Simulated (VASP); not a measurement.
# In3GaP4 (Pm-3m) in VASP: notebook, part 2 of 2

VASP 6.6.1.

### 4 Single point, PBE

This run uses another cell than the first one, of 21.90 Å³/atom.

INCAR

```
ALGO = Normal
EDIFF = 1E-7
ENCUT = 520
GGA = PE
ISIF = 2
ISMEAR = 0
LASPH = True
LCHARG = False
LREAL = False
LWAVE = False
NBANDS = 46
NELM = 60
PREC = Accurate
SIGMA = 0.1
```

KPOINTS

```
k-points
0
Gamma
  4 4 4
```

POSCAR

```
In3GaP4
1.0
    5.5956334900      0.0000000000      0.0000000000
    0.0000000000      5.5956334900      0.0000000000
    0.0000000000      0.0000000000      5.5956334900
In Ga P
3 1 4
Direct
    0.5000000000      0.0000000000      0.5000000000
    0.5000000000      0.5000000000      0.0000000000
    0.0000000000      0.5000000000      0.5000000000
    0.0000000000      0.0000000000      0.0000000000
    0.0000000000      0.5000000000      0.0000000000
    0.5000000000      0.5000000000      0.5000000000
    0.0000000000      0.0000000000      0.5000000000
    0.5000000000      0.0000000000      0.0000000000
```

Potentials or basis: VASP PAW PBE potentials, release 64 (In_d, Ga_d, P).

The run is started by

```
cat potpaw_PBE.64/In_d/POTCAR potpaw_PBE.64/Ga_d/POTCAR potpaw_PBE.64/P/POTCAR > POTCAR
mpirun -np 1 vasp_std > vasp.out
```

OUTCAR:

```text
EDIFF = 1E-7
   ENCUT = 520
   GGA = PE
   ISIF = 2
   ISMEAR = 0
   LASPH = True
   LREAL = False
   NELM = 60
   PREC = Accurate

 ion  position               nearest neighbor table
   1  0.500  0.000  0.500-   6 2.80   7 2.80   8 2.80   8 2.80   6 2.80   7 2.80   3 3.96   2 3.96
                             3 3.96   2 3.96   2 3.96   3 3.96   2 3.96   3 3.96
   2  0.500  0.500  0.000-   5 2.80   6 2.80   8 2.80   6 2.80   8 2.80   5 2.80   3 3.96   3 3.96
                             1 3.96   1 3.96   1 3.96   3 3.96   1 3.96   3 3.96
   3  0.000  0.500  0.500-   5 2.80   6 2.80   7 2.80   5 2.80   7 2.80   6 2.80   2 3.96   1 3.96
                             1 3.96   1 3.96   2 3.96   2 3.96   2 3.96   1 3.96
   4  0.000  0.000  0.000-   5 2.80   7 2.80   8 2.80   7 2.80   5 2.80   8 2.80
   5  0.000  0.500  0.000-   2 2.80   3 2.80   4 2.80   3 2.80   4 2.80   2 2.80
   6  0.500  0.500  0.500-   1 2.80   2 2.80   3 2.80   2 2.80   1 2.80   3 2.80
   7  0.000  0.000  0.500-   1 2.80   3 2.80   4 2.80   4 2.80   3 2.80   1 2.80
   8  0.500  0.000  0.000-   1 2.80   2 2.80   4 2.80   1 2.80   2 2.80   4 2.80

  LATTYP: Found a simple cubic cell.
 ALAT       =     5.5956334900

  Lattice vectors:

 A1 = (   5.5956334900,   0.0000000000,   0.0000000000)
 A2 = (   0.0000000000,   5.5956334900,   0.0000000000)
 A3 = (   0.0000000000,   0.0000000000,   5.5956334900)

Analysis of symmetry for initial positions (statically):
=====================================================================
 Subroutine PRICEL returns:
 Original cell was already a primitive cell.

 Routine SETGRP: Setting up the symmetry group for a
 simple cubic supercell.

 Subroutine GETGRP returns: Found 48 space group operations
 (whereof 48 operations were pure point group operations)
 out of a pool of 48 trial point group operations.

The static configuration has the point symmetry O_h .

Analysis of symmetry for dynamics (positions and initial velocities):
=====================================================================
[... 133 lines left out ...]
   LHFCALC =     F    Hartree Fock is set to
   AEXX    =    0.0000 exact exchange contribution
   IVDW    =     0    specifies the selected vdW correction
   LEPSILON=     F    determine dielectric tensor
   LRPA    =     F    only Hartree local field effects (RPA)
 non-spin polarized calculation
 Gauss-broadening in eV      SIGMA  =   0.10
  energy-cutoff  :      520.00
  volume of cell :      175.21
 maximum number of plane-waves:      4737
 NGX is ok and might be reduce to    42
   NGX = 21   NGY = 21   NGZ = 21

 number of electron      72.0000018 magnetization

 Free energy of the ion-electron system (eV)
  ---------------------------------------------------
  ext. energy  EPLUGINS =         0.00000000
  ---------------------------------------------------
  free energy    TOTEN  =       -31.42466568 eV

  energy without entropy =      -31.38495984  energy(sigma->0) =      -31.40481276

 E-fermi :   6.0269     XC(G=0): -10.1525

 val. band max:        6.0237478430   @ k =   0.5000   0.5000   0.2500
 cond. band min:       6.0640107514   @ k =   0.2500   0.0000   0.0000
 fundamental gap:      0.0402629083
 Fermi energy:         6.0269449210

 k-point     1 :       0.0000    0.0000    0.0000
  band No.  band energies     occupation
      1      -8.5332      2.00000
      2      -8.5167      2.00000
      3      -8.5167      2.00000
      4      -8.4092      2.00000
      5      -8.4092      2.00000
      6      -8.4092      2.00000
[... 479 lines left out ...]
     45       9.4049      0.00000
     46       9.4752      0.00000

------------------------ aborting loop because EDIFF is reached ----------------------------------------

  FORCE on cell =-STRESS in cart. coord.  units (eV):
  Direction    XX          YY          ZZ          XY          YZ          ZX
  --------------------------------------------------------------------------------------
  -------------------------------------------------------------------------------------
  Total       -4.9663853     -4.9663853     -4.9663853     -0.0000000      0.0000000     -0.0000000
  in kB      -45.4154071    -45.4154071    -45.4154071     -0.0000000      0.0000000     -0.0000000
  external PRESSURE =     -45.4154071 kB  Pullay stress =       0.0000000 kB

 VOLUME and BASIS-vectors are now :
 -----------------------------------------------------------------------------
  energy-cutoff  :      520.00
  volume of cell :      175.21
      direct lattice vectors                 reciprocal lattice vectors
     5.595633490  0.000000000  0.000000000     0.178710775  0.000000000  0.000000000
     0.000000000  5.595633490  0.000000000     0.000000000  0.178710775  0.000000000
     0.000000000  0.000000000  5.595633490     0.000000000  0.000000000  0.178710775

 POSITION                                       TOTAL-FORCE (eV/Angst)
 -----------------------------------------------------------------------------------
      2.79782      0.00000      2.79782         0.000000      0.000000      0.000000
      2.79782      2.79782      0.00000         0.000000      0.000000      0.000000
      0.00000      2.79782      2.79782         0.000000      0.000000      0.000000
      0.00000      0.00000      0.00000         0.000000      0.000000      0.000000
      0.00000      2.79782      0.00000         0.000000      0.000000      0.000000
      2.79782      2.79782      2.79782         0.000000      0.000000      0.000000
      0.00000      0.00000      2.79782         0.000000      0.000000      0.000000
      2.79782      0.00000      0.00000         0.000000      0.000000      0.000000
 -----------------------------------------------------------------------------------
    total drift:                                0.000000     -0.000000     -0.000000

  FREE ENERGIE OF THE ION-ELECTRON SYSTEM (eV)
  ---------------------------------------------------
  free  energy   TOTEN  =       -31.4246656847 eV

  energy  without entropy=      -31.3849598399  energy(sigma->0) =      -31.40481276
```

It took 86 s on 1 thread of Intel Xeon Platinum 8488C (Sapphire Rapids), shared host; peak memory 0.29 GiB.

Results:

```yaml
Free_energy: -31.4247 eV
Pressure: -4.5 GPa
Band_gap_on_the_k_mesh: zero (bands 36 and 37 overlap by 0.71 eV)
```

Levels at points of the mesh, in eV from the Fermi level:
```tsv
k point	band 33	band 34	band 35	band 36	band 37	band 38	band 39	band 40
(0.00, 0.00, 0.00)	-2.22	-2.16	-2.16	-2.16	-0.22	-0.22	-0.22	0.05
(0.50, 0.00, 0.00)	-1.38	-1.38	-1.27	-1.27	0.60	0.95	2.00	2.26
(0.50, 0.50, 0.00)	-0.18	-0.12	-0.12	-0.12	1.68	2.21	2.21	2.22
(0.50, 0.50, 0.50)	0.11	0.13	0.13	0.13	2.48	2.48	2.48	2.48
```

Caveat: the cell stands under tension; semilocal functionals underestimate gaps, so a narrow gap can read as zero; spin-orbit coupling is left out, which moves the levels of the heavy elements.

### 5 Single point, PBE

INCAR

```
ALGO = Normal
EDIFF = 1E-6
ENCUT = 520
GGA = PE
ISIF = 2
ISMEAR = 0
LASPH = T
LCHARG = F
LREAL = F
LWAVE = F
NBANDS = 46
NELM = 60
PREC = Accurate
SIGMA = 0.1
```

KPOINTS

```
k-points
0
Gamma
  8 8 8
```

POSCAR, as its differences from that of step 4:

```diff
@@ -2,5 +2,5 @@
 1.0
-    5.5956334900      0.0000000000      0.0000000000
-    0.0000000000      5.5956334900      0.0000000000
-    0.0000000000      0.0000000000      5.5956334900
+    5.4613687194      0.0000000000      0.0000000000
+    0.0000000000      5.4613687194      0.0000000000
+    0.0000000000      0.0000000000      5.4613687194
 In Ga P
```

Potentials or basis: VASP PAW PBE potentials, release 64 (In_d, Ga_d, P).

The run is started by

```
cat potpaw_PBE.64/In_d/POTCAR potpaw_PBE.64/Ga_d/POTCAR potpaw_PBE.64/P/POTCAR > POTCAR
mpirun -np 1 vasp_std > vasp.out
```

OUTCAR:

```text
EDIFF = 1E-6
   ENCUT = 520
   GGA = PE
   ISIF = 2
   ISMEAR = 0
   LASPH = T
   LREAL = F
   NELM = 60
   PREC = Accurate

 ion  position               nearest neighbor table
   1  0.500  0.000  0.500-   6 2.73   7 2.73   8 2.73   8 2.73   6 2.73   7 2.73   3 3.86   2 3.86
                             3 3.86   2 3.86   2 3.86   3 3.86   2 3.86   3 3.86
   2  0.500  0.500  0.000-   5 2.73   6 2.73   8 2.73   6 2.73   8 2.73   5 2.73   3 3.86   3 3.86
                             1 3.86   1 3.86   1 3.86   3 3.86   1 3.86   3 3.86
   3  0.000  0.500  0.500-   5 2.73   6 2.73   7 2.73   5 2.73   7 2.73   6 2.73   2 3.86   1 3.86
                             1 3.86   1 3.86   2 3.86   2 3.86   2 3.86   1 3.86
[... 1395 lines left out ...]
  external PRESSURE =      -0.0559512 kB  Pullay stress =       0.0000000 kB

 VOLUME and BASIS-vectors are now :
 -----------------------------------------------------------------------------
  energy-cutoff  :      520.00
  volume of cell :      162.89
      direct lattice vectors                 reciprocal lattice vectors
     5.461368719  0.000000000  0.000000000     0.183104282  0.000000000  0.000000000
     0.000000000  5.461368719  0.000000000     0.000000000  0.183104282  0.000000000
     0.000000000  0.000000000  5.461368719     0.000000000  0.000000000  0.183104282

 POSITION                                       TOTAL-FORCE (eV/Angst)
 -----------------------------------------------------------------------------------
      2.73068      0.00000      2.73068         0.000000      0.000000      0.000000
      2.73068      2.73068      0.00000         0.000000      0.000000      0.000000
      0.00000      2.73068      2.73068         0.000000      0.000000      0.000000
      0.00000      0.00000      0.00000         0.000000      0.000000      0.000000
      0.00000      2.73068      0.00000         0.000000      0.000000      0.000000
      2.73068      2.73068      2.73068         0.000000      0.000000      0.000000
      0.00000      0.00000      2.73068         0.000000      0.000000      0.000000
      2.73068      0.00000      0.00000         0.000000      0.000000      0.000000
 -----------------------------------------------------------------------------------
    total drift:                                0.000000     -0.000000     -0.000000

  FREE ENERGIE OF THE ION-ELECTRON SYSTEM (eV)
  ---------------------------------------------------
  free  energy   TOTEN  =       -31.7776175270 eV

  energy  without entropy=      -31.7439671243  energy(sigma->0) =      -31.76079233
```

stdout:

```text
POSCAR found type information on POSCAR InGaP
 POSCAR found :  3 types and       8 ions
 scaLAPACK will be used
 LDA part: xc-table for (Slater+PW92), standard interpolation
 POSCAR, INCAR and KPOINTS ok, starting setup
 FFT: planning ... GRIDC
 FFT: planning ... GRID_SOFT
 FFT: planning ... GRID
 WAVECAR not read
 entering main loop
```

Wall time 4.1 min (1 thread of Intel Xeon Platinum 8488C (Sapphire Rapids), shared host); peak memory 0.38 GiB.

Results:

```
Free energy            : -31.7776 eV
Pressure               : 0.0 GPa
Band gap on the k mesh : zero (bands 36 and 37 overlap by 1.34 eV)
```

Levels at points of the mesh, in eV from the Fermi level:
```tsv
k point	band 33	band 34	band 35	band 36	band 37	band 38	band 39	band 40
(0.00, 0.00, 0.00)	-2.38	-2.36	-2.36	-2.36	-0.22	-0.22	-0.22	0.70
(0.50, 0.00, 0.00)	-1.47	-1.47	-1.37	-1.37	0.71	1.08	2.28	2.60
(0.50, 0.50, 0.00)	-0.21	-0.08	-0.08	-0.07	1.83	2.36	2.36	2.40
(0.50, 0.50, 0.50)	0.18	0.22	0.22	0.22	2.58	2.58	2.58	2.61
```

Caveat: spin-orbit coupling is left out, which moves the levels of the heavy elements.

### 6 Relaxation of cell and atoms, PBE

This run uses another cell than the first one, of 21.90 Å³/atom.

INCAR

```
  ALGO = Normal
  EDIFF = 1E-6
  EDIFFG = -0.04
  ENCUT = 600
  GGA = PE
  IBRION = 2
  ISIF = 3
  ISMEAR = 0
  LASPH = True
  LCHARG = False
  LREAL = False
  LWAVE = False
  NELM = 60
  NSW = 90
  PREC = Accurate
  SIGMA = 0.1
```

KPOINTS

```
k-points
0
Gamma
  4 4 4
```

POSCAR, as its differences from that of step 5:

```diff
@@ -2,5 +2,5 @@
 1.0
-    5.4613687194      0.0000000000      0.0000000000
-    0.0000000000      5.4613687194      0.0000000000
-    0.0000000000      0.0000000000      5.4613687194
+    5.5956334900      0.0000000000      0.0000000000
+    0.0000000000      5.5956334900      0.0000000000
+    0.0000000000      0.0000000000      5.5956334900
 In Ga P
```

Potentials or basis: VASP PAW PBE potentials, release 64 (In_d, Ga_d, P).

The run is started by

```
cat potpaw_PBE.64/In_d/POTCAR potpaw_PBE.64/Ga_d/POTCAR potpaw_PBE.64/P/POTCAR > POTCAR
mpirun -np 1 vasp_std > vasp.out
```

Run time: 4.9 min. Hardware: 1 thread of Intel Xeon Platinum 8488C (Sapphire Rapids), shared host; peak memory 0.38 GiB.

Results (log left out):

```yaml
Free_energy: -31.6120 eV
Relaxed_volume: 20.37 Å³/atom
Relaxed_cell: a = 5.462 Å, b = 5.462 Å, c = 5.462 Å, α = 90.00°, β = 90.00°, γ = 90.00°
Space_group_after_relaxing_to_0.1_Å: Pm-3m (No. 221)
Energy_gained_by_relaxing: 23.4 meV/atom
Ionic_steps: 3
Pressure_after_relaxing: 0.0 GPa
Band_gap_on_the_k_mesh: zero (bands 36 and 37 overlap by 0.82 eV)
```

Step by step:
```
step  energy change (eV)  largest force (eV/Å)  pressure (GPa)  volume (Å³)
   1              0.0000                0.0000           -4.55       175.21
   2             -0.1728                0.0000            1.51       159.91
   3             -0.1869                0.0000            0.01       162.96
```

Final structure:
```
CELL_PARAMETERS angstrom
5.46211 0.00000 0.00000
0.00000 5.46211 0.00000
0.00000 0.00000 5.46211
ATOMIC_POSITIONS crystal
In 0.50000 0.00000 0.50000
In 0.50000 0.50000 0.00000
In 0.00000 0.50000 0.50000
Ga 0.00000 0.00000 0.00000
P 0.00000 0.50000 0.00000
P 0.50000 0.50000 0.50000
P 0.00000 0.00000 0.50000
P 0.50000 0.00000 0.00000
```

Levels at points of the mesh, in eV from the Fermi level:
| k point | band 33 | band 34 | band 35 | band 36 | band 37 | band 38 | band 39 | band 40 |
| --- | --- | --- | --- | --- | --- | --- | --- | --- |
| (0.00, 0.00, 0.00) | -2.46 | -2.41 | -2.41 | -2.41 | -0.28 | -0.28 | -0.28 | 0.62 |
| (0.50, 0.00, 0.00) | -1.54 | -1.54 | -1.43 | -1.43 | 0.64 | 1.00 | 2.22 | 2.52 |
| (0.50, 0.50, 0.00) | -0.25 | -0.15 | -0.15 | -0.14 | 1.78 | 2.29 | 2.29 | 2.31 |
| (0.50, 0.50, 0.50) | 0.12 | 0.15 | 0.15 | 0.15 | 2.52 | 2.52 | 2.52 | 2.53 |

Caveat: spin-orbit coupling is left out, which moves the levels of the heavy elements.

### 7 Summary

| task | cell | k mesh | cutoff (eV) | gap on the mesh (eV) | pressure (GPa) | relaxed volume (Å³/atom) |
| --- | --- | --- | --- | --- | --- | --- |
| relaxation of cell and atoms | relaxed from a = 5.464 Å, 8 atoms | 8 × 8 × 8 | 600 | none | 0.0 | 20.36 |
| single point | a = 5.464 Å, 8 atoms | 4 × 4 × 4 | 520 | none | -0.1 | - |
| single point | a = 5.596 Å, 8 atoms | 4 × 4 × 4 | 520 | none | -4.5 | - |
| single point | a = 5.461 Å, 8 atoms | 8 × 8 × 8 | 520 | none | 0.0 | - |
| relaxation of cell and atoms | relaxed from a = 5.596 Å, 8 atoms | 4 × 4 × 4 | 600 | none | 0.0 | 20.37 |

Alike in all rows: level PBE; potentials or basis VASP PAW PBE potentials, release 64 (In_d, Ga_d, P); no spin polarisation; smearing gaussian 0.1 eV.

Caveats: spin-orbit coupling is left out, which moves the levels of the heavy elements; the cell stands under tension (at least some runs); semilocal functionals underestimate gaps, so a narrow gap can read as zero (at least some runs).

Absolute energies hang on the potentials; compare differences alone.
